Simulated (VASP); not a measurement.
# TaRu (P4/mmm) in VASP: a series of runs

The runs below take TaRu through electric field gradients, with LDA.

All numbers are computed with VASP 6.6.1; they aren't measurements. Logs are shortened: lines on timing, memory, paths and dates and some standing lists are left out, and cuts for length are marked.

## Step 1: The cell of the first run

Symmetry: P4/mmm, No. 123, tetragonal system. Conventional cell: a = 3.123 Å, b = 3.123 Å, c = 3.187 Å, α = 90.00°, β = 90.00°, γ = 90.00°. Within 3.6 Å of Ta (site symmetry 4/mmm) lie 8 Ru at 2.72 Å and 6 Ta at 3.12 to 3.19 Å. Within 3.6 Å of Ru (site symmetry 4/mmm) lie 8 Ta at 2.72 Å and 6 Ru at 3.12 to 3.19 Å.

## Step 2: Electric field gradients, LDA (equal xx and yy strain of -2 %)

INCAR reads:

```
SYSTEM = TaRu
ALGO = Normal ; EDIFF = 1E-8
ENCUT = 400 ; GGA_COMPAT = .FALSE.
ISIF = 2 ; ISMEAR = -1
LASPH = .TRUE. ; LCHARG = .FALSE.
LEFG = .TRUE. ; LREAL = .FALSE.
LWAVE = .FALSE. ; NBANDS = 20
NELM = 120 ; PREC = Accurate
SIGMA = 0.03
```

KPOINTS reads:

```
k-points
0
G
  13 13 13
  0 0 0
```

POSCAR reads:

```
TaRu
1.0
    3.1232600000      0.0000000000      0.0000000000
    0.0000000000      3.1232600000      0.0000000000
    0.0000000000      0.0000000000      3.1870000000
Ta Ru
1 1
Direct
    0.5000000000      0.5000000000      0.5000000000
    0.0000000000      0.0000000000      0.0000000000
```

Potentials or basis: VASP PAW LDA potentials, release 64 (Ta_pv, Ru_pv).

Command:

```console
$ cat potpaw_LDA.64/Ta_pv/POTCAR potpaw_LDA.64/Ru_pv/POTCAR > POTCAR
$ mpirun -np 1 vasp_std > vasp.out
```

OUTCAR:

```text
SYSTEM = TaRu
   EDIFF = 1E-8
   ENCUT = 400
   ISIF = 2
   ISMEAR = -1
   LASPH = .TRUE.
   LREAL = .FALSE.
   NELM = 120
   PREC = Accurate

 ion  position               nearest neighbor table
   1  0.500  0.500  0.500-   2 2.72   2 2.72   2 2.72   2 2.72   2 2.72   2 2.72   2 2.72   2 2.72

   2  0.000  0.000  0.000-   1 2.72   1 2.72   1 2.72   1 2.72   1 2.72   1 2.72   1 2.72   1 2.72

  LATTYP: Found a simple tetragonal cell.
 ALAT       =     3.1232600000
 C/A-ratio  =     1.0204081633

  Lattice vectors:

 A1 = (   3.1232600000,   0.0000000000,   0.0000000000)
 A2 = (   0.0000000000,   3.1232600000,   0.0000000000)
 A3 = (   0.0000000000,   0.0000000000,   3.1870000000)

Analysis of symmetry for initial positions (statically):
=====================================================================
 Subroutine PRICEL returns:
 Original cell was already a primitive cell.

 Routine SETGRP: Setting up the symmetry group for a
 simple tetragonal supercell.

 Subroutine GETGRP returns: Found 16 space group operations
 (whereof 16 operations were pure point group operations)
 out of a pool of 16 trial point group operations.

The static configuration has the point symmetry D_4h.

Analysis of symmetry for dynamics (positions and initial velocities):
=====================================================================
 Subroutine PRICEL returns:
 Original cell was already a primitive cell.

 Routine SETGRP: Setting up the symmetry group for a
 simple tetragonal supercell.

 Subroutine GETGRP returns: Found 16 space group operations
 (whereof 16 operations were pure point group operations)
 out of a pool of 16 trial point group operations.

The dynamic configuration has the point symmetry D_4h.

 Subroutine INISYM returns: Found 16 space group operations
 (whereof 16 operations are pure point group operations),
 and found     1 'primitive' translations

----------------------------------------------------------------------------------------

                                     Primitive cell

  volume of cell :      31.0884

  direct lattice vectors                    reciprocal lattice vectors
     3.123260000  0.000000000  0.000000000     0.320178275  0.000000000  0.000000000
     0.000000000  3.123260000  0.000000000     0.000000000  0.320178275  0.000000000
     0.000000000  0.000000000  3.187000000     0.000000000  0.000000000  0.313774710

  length of vectors
     3.123260000  3.123260000  3.187000000     0.320178275  0.320178275  0.313774710

  position of ions in fractional coordinates (direct lattice)
     0.500000000  0.500000000  0.500000000
     0.000000000  0.000000000  0.000000000

  ion indices of the primitive-cell ions
   primitive index   ion index
                 1           1
                 2           2

----------------------------------------------------------------------------------------

 KPOINTS: k-points

Automatic generation of k-mesh.
 Grid dimensions read from file:
 generate k-points for:   13   13   13

 Generating k-lattice:

  Cartesian coordinates                     Fractional coordinates (reciprocal lattice)
     0.024629098  0.000000000  0.000000000     0.076923077  0.000000000  0.000000000
     0.000000000  0.024629098  0.000000000     0.000000000  0.076923077  0.000000000
     0.000000000  0.000000000  0.024136516     0.000000000  0.000000000  0.076923077

  Length of vectors
     0.024629098  0.024629098  0.024136516

  Shift w.r.t. Gamma in fractional coordinates (k-lattice)
     0.000000000  0.000000000  0.000000000

 Subroutine IBZKPT returns following result:
 ===========================================

 Found    196 irreducible k-points:

 Following reciprocal coordinates:
            Coordinates               Weight
  0.000000  0.000000  0.000000      1.000000
  0.076923  0.000000  0.000000      4.000000
  0.153846  0.000000  0.000000      4.000000
  0.230769  0.000000  0.000000      4.000000
  0.307692  0.000000  0.000000      4.000000
  0.384615  0.000000  0.000000      4.000000
[... 16 lines left out ...]
  0.307692  0.307692  0.000000      4.000000
  0.384615  0.307692  0.000000      8.000000
 [... further k-points ...]
   k-points           NKPTS =    196   k-points in BZ     NKDIM =    196   number of bands    NBANDS=     20
   number of dos      NEDOS =    301   number of ions     NIONS =      2
   total plane-waves  NPLWV =   9600
   dimension x,y,z NGX =    20 NGY =   20 NGZ =   24
   dimension x,y,z NGXF=    40 NGYF=   40 NGZF=   48
   ions per type =               1   1
   NGX,Y,Z   is equivalent  to a cutoff of  10.65, 10.65, 12.52 a.u.
   NGXF,Y,Z  is equivalent  to a cutoff of  21.29, 21.29, 25.04 a.u.
 SYSTEM =  TaRu
   PREC   = accura    normal or accurate (medium, high low for compatibility)
   ISTART =      0    job   : 0-new  1-cont  2-samecut
   ICHARG =      2    charge: 1-file 2-atom 10-const
   ISPIN  =      1    spin polarized calculation?
   LNONCOLLINEAR =      F non collinear calculations
   LSORBIT =      F    spin-orbit coupling
   LASPH  =      T    aspherical Exc in radial PAW
   ENCUT  =  400.0 eV  29.40 Ry    5.42 a.u.   5.09  5.09  5.20*2*pi/ulx,y,z
   NELM   =    120;   NELMIN=  2; NELMDL= -5     # of ELM steps
   EDIFF  = 0.1E-07   stopping-criterion for ELM
   LREAL  =      F    real-space projection
   EDIFFG = 0.1E-06   stopping-criterion for IOM
   NSW    =      0    number of steps for IOM
   IBRION =     -1    ionic relax: 0-MD 1-quasi-New 2-CG
   NFREE  =      0    steps in history (QN), initial steepest desc. (CG)
   ISIF   =      2    stress and relaxation
   ISYM   =      2    0-nonsym 1-usesym 2-fastsym
   POTIM  = 0.5000    time-step for ionic-motion
   TEBEG  =    0.0;   TEEND  =   0.0 temperature during run
   PSTRESS=    0.0 pullay stress
   NELECT =      25.0000    total number of electrons
   NUPDOWN=      -1.0000    fix difference up-down
   EMIN   =  10.00;   EMAX   =-10.00  energy-range for DOS
   EFERMI =   0.00;   METHOD = LEGACY
   ISMEAR =    -1;   SIGMA  =   0.03  broadening in eV -4-tet -1-fermi 0-gaus
   EFERMI_NEDOS =   21; number of points for ismear=-14 and -15
   IALGO  =     38    algorithm
   IMIX   =      4    mixing-type and parameters
     AMIX     =   0.40;   BMIX     =  1.00
     AMIX_MAG =   1.60;   BMIX_MAG =  1.00
  volume/ion in A,a.u.               =      15.54       104.90
  Fermi-wavevector in a.u.,A,eV,Ry     =   1.522376  2.876874 31.533271  2.317630
  Thomas-Fermi vector in A             =   2.630964
   LORBIT       =      0    0 simple, 1 ext, 2 COOP (PROOUT), +10 PAW based schemes
   GGA     = CA    functional components
   LHFCALC =     F    Hartree Fock is set to
   AEXX    =    0.0000 exact exchange contribution
   IVDW    =     0    specifies the selected vdW correction
   LEPSILON=     F    determine dielectric tensor
   LRPA    =     F    only Hartree local field effects (RPA)
 non-spin polarized calculation
  energy-cutoff  :      400.00
  volume of cell :       31.09
 maximum number of plane-waves:       577
   NGX = 11   NGY = 11   NGZ = 11

 number of electron      25.0000003 magnetization

 Free energy of the ion-electron system (eV)
  ---------------------------------------------------
  ext. energy  EPLUGINS =         0.00000000
  ---------------------------------------------------
  free energy    TOTEN  =       -23.99808159 eV

  energy without entropy =      -23.98927339  energy(sigma->0) =      -23.99367749

 E-fermi :   9.6877     XC(G=0): -13.5759

 val. band max:        9.6842726607   @ k =   0.4615   0.0769   0.2308
 cond. band min:       9.6953353923   @ k =   0.3077   0.2308   0.4615
 fundamental gap:      0.0110627316
 Fermi energy:         9.6876579760

 k-point     1 :       0.0000    0.0000    0.0000
  band No.  band energies     occupation
      1     -33.3319      2.00000
      2     -33.3319      2.00000
      3     -33.3284      2.00000
      4     -25.1061      2.00000
      5     -25.0821      2.00000
      6     -25.0821      2.00000
[... 12 lines left out ...]
     19      18.1532      0.00000
     20      18.1532      0.00000

 k-point     2 :       0.0769    0.0000    0.0000
  band No.  band energies     occupation
      1     -33.3390      2.00000
      2     -33.3310      2.00000
      3     -33.3272      2.00000
      4     -25.1063      2.00000
      5     -25.1058      2.00000
      6     -25.0820      2.00000
[... 12 lines left out ...]
     19      18.2516      0.00000
     20      18.7518      0.00000

 k-point     3 :       0.1538    0.0000    0.0000
  band No.  band energies     occupation
      1     -33.3578      2.00000
      2     -33.3273      2.00000
      3     -33.3233      2.00000
      4     -25.1712      2.00000
      5     -25.1067      2.00000
      6     -25.0819      2.00000
[... 12 lines left out ...]
     19      19.6443      0.00000
     20      19.6765      0.00000

 k-point     4 :       0.2308    0.0000    0.0000
  band No.  band energies     occupation
      1     -33.3840      2.00000
      2     -33.3223      2.00000
      3     -33.3179      2.00000
      4     -25.2622      2.00000
      5     -25.1072      2.00000
      6     -25.0817      2.00000
[... 12 lines left out ...]
     19      19.6445      0.00000
     20      21.3795      0.00000

 k-point     5 :       0.3077    0.0000    0.0000
  band No.  band energies     occupation
      1     -33.4115      2.00000
      2     -33.3169      2.00000
      3     -33.3119      2.00000
      4     -25.3573      2.00000
      5     -25.1078      2.00000
      6     -25.0815      2.00000
[... 12 lines left out ...]
     19      19.6446      0.00000
     20      21.7441      0.00000
[... 353 lines left out ...]
      6     -25.0933      2.00000
[... 12 lines left out ...]
     19      19.6432      0.00000
     20      20.8987      0.00000

 k-point    22 :       0.4615    0.2308    0.0000
  band No.  band energies     occupation
      1     -33.4535      2.00000
      2     -33.3779      2.00000
      3     -33.2985      2.00000
      4     -25.4337      2.00000
      5     -25.2161      2.00000
      6     -25.0915      2.00000
[... 12 lines left out ...]
     19      19.6436      0.00000
     20      21.3305      0.00000

 k-point    23 :       0.3077    0.3077    0.0000
  band No.  band energies     occupation
      1     -33.4208      2.00000
      2     -33.4062      2.00000
      3     -33.3005      2.00000
      4     -25.3304      2.00000
      5     -25.2879      2.00000
      6     -25.0903      2.00000
[... 12 lines left out ...]
     19      19.6305      0.00000
     20      19.7659      0.00000

 k-point    24 :       0.3846    0.3077    0.0000
  band No.  band energies     occupation
      1     -33.4421      2.00000
      2     -33.4130      2.00000
      3     -33.2971      2.00000
      4     -25.3763      2.00000
      5     -25.2925      2.00000
      6     -25.0852      2.00000
[... 12 lines left out ...]
     19      19.6411      0.00000
     20      20.0276      0.00000

 [... further k-points ...]

------------------------ aborting loop because EDIFF is reached ----------------------------------------

  FORCE on cell =-STRESS in cart. coord.  units (eV):
  Direction    XX          YY          ZZ          XY          YZ          ZX
  --------------------------------------------------------------------------------------
  -------------------------------------------------------------------------------------
  Total       -1.5453502     -1.5453502     -0.5563182      0.0000000      0.0000000     -0.0000000
  in kB      -79.6414512    -79.6414512    -28.6705172      0.0000000      0.0000000     -0.0000000
  external PRESSURE =     -62.6511399 kB  Pullay stress =       0.0000000 kB

 VOLUME and BASIS-vectors are now :
 -----------------------------------------------------------------------------
  energy-cutoff  :      400.00
  volume of cell :       31.09
      direct lattice vectors                 reciprocal lattice vectors
     3.123260000  0.000000000  0.000000000     0.320178275  0.000000000  0.000000000
     0.000000000  3.123260000  0.000000000     0.000000000  0.320178275  0.000000000
     0.000000000  0.000000000  3.187000000     0.000000000  0.000000000  0.313774710

 POSITION                                       TOTAL-FORCE (eV/Angst)
 -----------------------------------------------------------------------------------
      1.56163      1.56163      1.59350         0.000000      0.000000      0.000000
      0.00000      0.00000      0.00000         0.000000      0.000000      0.000000
 -----------------------------------------------------------------------------------
    total drift:                                0.000000      0.000000      0.000000

  FREE ENERGIE OF THE ION-ELECTRON SYSTEM (eV)
  ---------------------------------------------------
  free  energy   TOTEN  =       -23.9980815895 eV

  energy  without entropy=      -23.9892733859  energy(sigma->0) =      -23.99367749

 Electric field gradients (V/A^2)
---------------------------------------------------------------------
 ion       V_xx      V_yy      V_zz      V_xy      V_xz      V_yz
---------------------------------------------------------------------
   1       0.305     0.305    -0.609     0.000     0.000     0.000
   2      -0.289    -0.289     0.578    -0.000    -0.000    -0.000
---------------------------------------------------------------------

 Electric field gradients after diagonalization (V/A^2)
 (convention: |V_zz| > |V_xx| > |V_yy|)
----------------------------------------------------------------------
 ion       V_xx      V_yy      V_zz     asymmetry (V_yy - V_xx)/ V_zz
----------------------------------------------------------------------
   1       0.305     0.305    -0.609       0.000
   2      -0.289    -0.289     0.578       0.000
----------------------------------------------------------------------

           NMR quadrupolar parameters

 Cq : quadrupolar parameter    Cq=e*Q*V_zz/h
 eta: asymmetry parameters     (V_yy - V_xx)/ V_zz
 Q  : nuclear electric quadrupole moment in mb (millibarn)
----------------------------------------------------------------------
 ion       Cq(MHz)       eta       Q (mb)
----------------------------------------------------------------------
   1      -0.001       0.000       1.000
   2       0.001       0.000       1.000
----------------------------------------------------------------------
```

It took 25 s on 1 thread of Intel Xeon 6975P-C (Granite Rapids), shared host; peak memory 0.18 GiB.

Results:

```yaml
Free_energy: -23.9981 eV
Pressure: -6.3 GPa
Band_gap_on_the_k_mesh: zero (an odd number of electrons rules out a gap without spin polarisation)
Largest_electric_field_gradient_by_atom: Ta -0.6; Ru +0.6 V/Å²
```

Electric field gradients, principal values (V/Å²):
| atom | least | middle | greatest (by size) |
| --- | --- | --- | --- |
| 1 Ta | 0.305 | 0.305 | -0.609 |
| 2 Ru | -0.289 | -0.289 | 0.578 |

Caveat: the cell differs from its parent crystal (equal xx and yy strain of -2 %); the cell stands under tension; without QUAD_EFG the Cq values of the log hold for a quadrupole moment of 1 mb, not for the nuclei; spin-orbit coupling is left out, which moves the levels of the heavy elements.

## Step 3: Electric field gradients, LDA (equal xx and yy strain of -2 %)

INCAR reads:

```
PREC = Accurate
ENCUT = 400
EDIFF = 1E-8
ISMEAR = -1
SIGMA = 0.03
LREAL = False
LASPH = True
NELM = 120
ALGO = Normal
ISIF = 2
LWAVE = False
LCHARG = False
LEFG = True
NBANDS = 20
GGA_COMPAT = False
```

KPOINTS reads:

```
regular mesh
0
Gamma
  13 13 13
```

POSCAR is that of step 2.

Potentials or basis: VASP PAW LDA potentials, release 64 (Ta_pv, Ru_pv).

Command:

```console
$ cat potpaw_LDA.64/Ta_pv/POTCAR potpaw_LDA.64/Ru_pv/POTCAR > POTCAR
$ mpirun -np 1 vasp_std > vasp.out
```

OUTCAR:

```text
PREC = Accurate
   ENCUT = 400
   EDIFF = 1E-8
   ISMEAR = -1
   LREAL = False
   LASPH = True
   NELM = 120
   ISIF = 2

 ion  position               nearest neighbor table
   1  0.500  0.500  0.500-   2 2.72   2 2.72   2 2.72   2 2.72   2 2.72   2 2.72   2 2.72   2 2.72

   2  0.000  0.000  0.000-   1 2.72   1 2.72   1 2.72   1 2.72   1 2.72   1 2.72   1 2.72   1 2.72

  LATTYP: Found a simple tetragonal cell.
 ALAT       =     3.1232600000
 C/A-ratio  =     1.0204081633

  Lattice vectors:

 A1 = (   3.1232600000,   0.0000000000,   0.0000000000)
 A2 = (   0.0000000000,   3.1232600000,   0.0000000000)
 A3 = (   0.0000000000,   0.0000000000,   3.1870000000)

[... 763 lines left out ...]

  energy  without entropy=      -23.9892733859  energy(sigma->0) =      -23.99367749

 Electric field gradients (V/A^2)
---------------------------------------------------------------------
 ion       V_xx      V_yy      V_zz      V_xy      V_xz      V_yz
---------------------------------------------------------------------
   1       0.305     0.305    -0.609     0.000     0.000     0.000
   2      -0.289    -0.289     0.578    -0.000    -0.000    -0.000
---------------------------------------------------------------------

 Electric field gradients after diagonalization (V/A^2)
 (convention: |V_zz| > |V_xx| > |V_yy|)
----------------------------------------------------------------------
 ion       V_xx      V_yy      V_zz     asymmetry (V_yy - V_xx)/ V_zz
----------------------------------------------------------------------
   1       0.305     0.305    -0.609       0.000
   2      -0.289    -0.289     0.578       0.000
----------------------------------------------------------------------

           NMR quadrupolar parameters

 Cq : quadrupolar parameter    Cq=e*Q*V_zz/h
 eta: asymmetry parameters     (V_yy - V_xx)/ V_zz
 Q  : nuclear electric quadrupole moment in mb (millibarn)
----------------------------------------------------------------------
 ion       Cq(MHz)       eta       Q (mb)
----------------------------------------------------------------------
   1      -0.001       0.000       1.000
   2       0.001       0.000       1.000
----------------------------------------------------------------------
```

stdout:

```text
POSCAR found type information on POSCAR TaRu
 POSCAR found :  2 types and       2 ions
 scaLAPACK will be used
 LDA part: xc-table for (Slater(with rela. corr.)+CA(PZ))
 , standard interpolation
 POSCAR, INCAR and KPOINTS ok, starting setup
 FFT: planning ... GRIDC
 FFT: planning ... GRID_SOFT
 FFT: planning ... GRID
 WAVECAR not read
 entering main loop
ion   1

ion   2
```

It took 25 s on 1 thread of Intel Xeon 6975P-C (Granite Rapids), shared host; peak memory 0.18 GiB.

Results:

```yaml
Free_energy: -23.9981 eV
Pressure: -6.3 GPa
Band_gap_on_the_k_mesh: zero (an odd number of electrons rules out a gap without spin polarisation)
Largest_electric_field_gradient_by_atom: Ta -0.6; Ru +0.6 V/Å²
```

Electric field gradients, principal values (V/Å²):
```
atom   least  middle  greatest (by size)
1 Ta   0.305   0.305              -0.609
2 Ru  -0.289  -0.289               0.578
```

Caveat: the cell differs from its parent crystal (equal xx and yy strain of -2 %); the cell stands under tension; without QUAD_EFG the Cq values of the log hold for a quadrupole moment of 1 mb, not for the nuclei; spin-orbit coupling is left out, which moves the levels of the heavy elements.

(Continued in part 2 of 2.)
